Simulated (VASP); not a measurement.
Runs of VASP 6.6.1 on ZrC. The structure is that of space group Fm-3m (No. 225), or close to it. The cells are those of the table. 

```tsv
task	level	cell	cutoff (eV)	gap on the mesh (eV)	pressure (GPa)
single point	PBE	a = 3.395 Å, angles 60.0°, 2 atoms	520	none	-11.3
relaxation of cell and atoms	PBE	relaxed from a = 3.330 Å, angles 60.0°, 2 atoms	600	none	0.0
single point	PBE	a = 3.437 Å, angles 60.0°, 2 atoms	520	none	-17.3
single point	r2SCAN	a = 3.330 Å, angles 60.0°, 2 atoms	520	none	(a)
```

Alike in all rows: potentials or basis VASP PAW PBE potentials, release 64 (Zr_sv, C); no spin polarisation; k mesh 20 × 20 × 20; smearing gaussian 0.1 eV.

Problem. Estimate the missing entries.

Solution. (a) 0.6.

Caveats: the cell stands under tension (at least some runs); the PAW data sets were made with another functional, which shifts forces and pressure a little (at least some runs).

A k mesh can miss the band edges, and the runs leave out spin-orbit coupling on Zr.

A gap of «none» marks levels without a gap at the run's occupations.
